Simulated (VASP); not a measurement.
# LiF (P6_3/mmc) in VASP: single point with LDA

Aim: the single point of LiF with LDA.

Everything below comes from runs of VASP 6.6.1. Logs are shortened: lines on timing, memory, paths and dates and some standing lists are left out, and cuts for length are marked.

### Step 1. The cell of the first run

Symmetry: P6_3/mmc, No. 194, hexagonal system. Conventional cell: a = 2.776 Å, b = 2.776 Å, c = 4.783 Å, α = 90.00°, β = 90.00°, γ = 120.00°. Within 2.6 Å of Li (site symmetry -3m) lie 6 F at 2.00 Å and 2 Li at 2.39 Å. F (site symmetry -6m2) has 6 Li at 2.00 Å within 2.6 Å.

### Step 2. Single point, LDA

Input file INCAR:

```
ALGO = Normal ; EDIFF = 1E-6
ENCUT = 750 ; GGA_COMPAT = False
ISIF = 2 ; ISMEAR = 0
LASPH = True ; LCHARG = False
LREAL = False ; LWAVE = False
NBANDS = 18 ; NELM = 120
PREC = Accurate ; SIGMA = 0.01
```

Input file KPOINTS:

```
k-points
0
Gamma
  6 6 4
```

Input file POSCAR:

```
LiF
1.0
    2.7757075659      0.0000000000      0.0000000000
   -1.3878537829      2.4038332655      0.0000000000
    0.0000000000      0.0000000000      4.7826938440
Li F
2 2
Direct
    0.0000000000      0.0000000000      0.0000000000
    0.0000000000      0.0000000000      0.5000000000
    0.3333333333      0.6666666667      0.2500000000
    0.6666666667      0.3333333333      0.7500000000
```

Potentials or basis: VASP PAW LDA potentials, release 64 (Li_sv, F).

On the command line:

```bash
$ cat potpaw_LDA.64/Li_sv/POTCAR potpaw_LDA.64/F/POTCAR > POTCAR
$ mpirun -np 1 vasp_std > vasp.out
```

OUTCAR:

```text
EDIFF = 1E-6
   ENCUT = 750
   ISIF = 2
   ISMEAR = 0
   LASPH = True
   LREAL = False
   NELM = 120
   PREC = Accurate

 ion  position               nearest neighbor table
   1  0.000  0.000  0.000-   3 2.00   4 2.00   3 2.00   4 2.00   4 2.00   3 2.00   2 2.39   2 2.39

   2  0.000  0.000  0.500-   3 2.00   4 2.00   3 2.00   4 2.00   4 2.00   3 2.00   1 2.39   1 2.39

   3  0.333  0.667  0.250-   1 2.00   2 2.00   1 2.00   2 2.00   1 2.00   2 2.00
   4  0.667  0.333  0.750-   1 2.00   2 2.00   1 2.00   2 2.00   1 2.00   2 2.00

  LATTYP: Found a hexagonal cell.
 ALAT       =     2.7757075659
 C/A-ratio  =     1.7230539351

  Lattice vectors:

 A1 = (   2.7757075659,   0.0000000000,   0.0000000000)
 A2 = (  -1.3878537829,   2.4038332655,   0.0000000000)
 A3 = (   0.0000000000,   0.0000000000,   4.7826938440)

Analysis of symmetry for initial positions (statically):
=====================================================================
 Subroutine PRICEL returns:
 Original cell was already a primitive cell.

 Routine SETGRP: Setting up the symmetry group for a
 hexagonal supercell.

 Subroutine GETGRP returns: Found 24 space group operations
 (whereof 12 operations were pure point group operations)
 out of a pool of 24 trial point group operations.

The static configuration has the point symmetry D_3d.
 The point group associated with its full space group is D_6h.

Analysis of symmetry for dynamics (positions and initial velocities):
=====================================================================
 Subroutine PRICEL returns:
 Original cell was already a primitive cell.

 Routine SETGRP: Setting up the symmetry group for a
 hexagonal supercell.

 Subroutine GETGRP returns: Found 24 space group operations
 (whereof 12 operations were pure point group operations)
 out of a pool of 24 trial point group operations.

The dynamic configuration has the point symmetry D_3d.
 The point group associated with its full space group is D_6h.

 Subroutine INISYM returns: Found 24 space group operations
 (whereof 12 operations are pure point group operations),
 and found     1 'primitive' translations

----------------------------------------------------------------------------------------

                                     Primitive cell
[... 89 lines left out ...]
   ENCUT  =  750.0 eV  55.12 Ry    7.42 a.u.   6.20  6.20 10.68*2*pi/ulx,y,z
   NELM   =    120;   NELMIN=  2; NELMDL= -5     # of ELM steps
   EDIFF  = 0.1E-05   stopping-criterion for ELM
   LREAL  =      F    real-space projection
   EDIFFG = 0.1E-04   stopping-criterion for IOM
   NSW    =      0    number of steps for IOM
   IBRION =     -1    ionic relax: 0-MD 1-quasi-New 2-CG
   NFREE  =      0    steps in history (QN), initial steepest desc. (CG)
   ISIF   =      2    stress and relaxation
   ISYM   =      2    0-nonsym 1-usesym 2-fastsym
   POTIM  = 0.5000    time-step for ionic-motion
   TEBEG  =    0.0;   TEEND  =   0.0 temperature during run
   PSTRESS=    0.0 pullay stress
   NELECT =      20.0000    total number of electrons
   NUPDOWN=      -1.0000    fix difference up-down
   EMIN   =  10.00;   EMAX   =-10.00  energy-range for DOS
   EFERMI =   0.00;   METHOD = LEGACY
   ISMEAR =     0;   SIGMA  =   0.01  broadening in eV -4-tet -1-fermi 0-gaus
   EFERMI_NEDOS =   21; number of points for ismear=-14 and -15
   IALGO  =     38    algorithm
   IMIX   =      4    mixing-type and parameters
     AMIX     =   0.40;   BMIX     =  1.00
     AMIX_MAG =   1.60;   BMIX_MAG =  1.00
  volume/ion in A,a.u.               =       7.98        53.84
  Fermi-wavevector in a.u.,A,eV,Ry     =   1.400989  2.647485 26.705096  1.962769
  Thomas-Fermi vector in A             =   2.523895
   LORBIT       =      0    0 simple, 1 ext, 2 COOP (PROOUT), +10 PAW based schemes
   GGA     = CA    functional components
   LHFCALC =     F    Hartree Fock is set to
   AEXX    =    0.0000 exact exchange contribution
   IVDW    =     0    specifies the selected vdW correction
   LEPSILON=     F    determine dielectric tensor
   LRPA    =     F    only Hartree local field effects (RPA)
 non-spin polarized calculation
 Gauss-broadening in eV      SIGMA  =   0.01
  energy-cutoff  :      750.00
  volume of cell :       31.91
 maximum number of plane-waves:      1506
 NGX is ok and might be reduce to    28
   NGX = 13   NGY = 13   NGZ = 21

 number of electron      20.0000004 magnetization

 Free energy of the ion-electron system (eV)
  ---------------------------------------------------
  ext. energy  EPLUGINS =         0.00000000
  ---------------------------------------------------
  free energy    TOTEN  =       -20.80808364 eV

  energy without entropy =      -20.80808364  energy(sigma->0) =      -20.80808364

 E-fermi :  -0.9130     XC(G=0): -10.7836

 val. band max:       -1.0541114307   @ k =   0.0000   0.0000   0.0000
 cond. band min:       7.8956216164   @ k =   0.0000   0.0000   0.0000
 fundamental gap:      8.9497330472
 Fermi energy:        -0.9130483864

 k-point     1 :       0.0000    0.0000    0.0000
  band No.  band energies     occupation
      1     -40.9988      2.00000
      2     -40.8873      2.00000
      3     -20.7872      2.00000
      4     -20.4220      2.00000
      5      -3.8313      2.00000
      6      -1.3618      2.00000
[... 418 lines left out ...]
      5      -3.7284      2.00000
      6      -3.7284      2.00000
[... 10 lines left out ...]
     17      20.6494      0.00000
     18      20.6494      0.00000

------------------------ aborting loop because EDIFF is reached ----------------------------------------

  FORCE on cell =-STRESS in cart. coord.  units (eV):
  Direction    XX          YY          ZZ          XY          YZ          ZX
  --------------------------------------------------------------------------------------
  -------------------------------------------------------------------------------------
  Total       -1.0454275     -1.0454275     -0.9998639     -0.0000000     -0.0000000      0.0000000
  in kB      -52.4872569    -52.4872569    -50.1996662     -0.0000000     -0.0000000      0.0000000
  external PRESSURE =     -51.7247266 kB  Pullay stress =       0.0000000 kB

 VOLUME and BASIS-vectors are now :
 -----------------------------------------------------------------------------
  energy-cutoff  :      750.00
  volume of cell :       31.91
      direct lattice vectors                 reciprocal lattice vectors
     2.775707566  0.000000000  0.000000000     0.360268500  0.208001115  0.000000000
    -1.387853783  2.403833265  0.000000000     0.000000000  0.416002230  0.000000000
     0.000000000  0.000000000  4.782693844     0.000000000  0.000000000  0.209087187

 POSITION                                       TOTAL-FORCE (eV/Angst)
 -----------------------------------------------------------------------------------
      0.00000      0.00000      0.00000         0.000000     -0.000000      0.000000
      0.00000      0.00000      2.39135         0.000000     -0.000000      0.000000
     -0.00000      1.60256      1.19567         0.000000     -0.000000     -0.000000
      1.38785      0.80128      3.58702        -0.000000      0.000000      0.000000
 -----------------------------------------------------------------------------------
    total drift:                                0.000000     -0.000000      0.000000

  FREE ENERGIE OF THE ION-ELECTRON SYSTEM (eV)
  ---------------------------------------------------
  free  energy   TOTEN  =       -20.8080836351 eV

  energy  without entropy=      -20.8080836351  energy(sigma->0) =      -20.80808364
```

OSZICAR:

```text
N       E                     dE             d eps       ncg     rms          rms(c)
DAV:   1     0.127996620086E+03    0.12800E+03   -0.13049E+04   756   0.152E+03
DAV:   2    -0.136606213321E+02   -0.14166E+03   -0.13757E+03   980   0.332E+02
DAV:   3    -0.215299360478E+02   -0.78693E+01   -0.78010E+01  1184   0.628E+01
DAV:   4    -0.217791342334E+02   -0.24920E+00   -0.24859E+00   956   0.101E+01
DAV:   5    -0.217819513992E+02   -0.28172E-02   -0.28168E-02   910   0.974E-01    0.594E+00
DAV:   6    -0.208394765618E+02    0.94247E+00   -0.22977E+00   790   0.121E+01    0.190E+00
DAV:   7    -0.208201597672E+02    0.19317E-01   -0.60878E-02   996   0.191E+00    0.118E+00
DAV:   8    -0.208082543378E+02    0.11905E-01   -0.24420E-02  1168   0.160E+00    0.210E-01
DAV:   9    -0.208080407832E+02    0.21355E-03   -0.36560E-03   836   0.517E-01    0.694E-02
DAV:  10    -0.208081403315E+02   -0.99548E-04   -0.30157E-04  1002   0.161E-01    0.768E-02
DAV:  11    -0.208080835415E+02    0.56790E-04   -0.12029E-04   824   0.108E-01    0.454E-03
DAV:  12    -0.208080836351E+02   -0.93621E-07   -0.39769E-06  1010   0.154E-02
   1 F= -.20808084E+02 E0= -.20808084E+02  d E =-.298190E-90
```

Run time: 12 s. Hardware: 1 thread of AMD EPYC 9R45 (Zen 5), shared host; peak memory 0.13 GiB.

What came out:

- Free energy: -20.8081 eV
- Pressure: -5.2 GPa
- Band gap on the k mesh: 8.95 eV

Stress tensor (GPa, compression positive):
```
-5.25  0.00  0.00
 0.00 -5.25  0.00
 0.00  0.00 -5.02
```

Caveat: the k points lie up to 0.44 Å⁻¹ apart. A k mesh can miss the band edges.
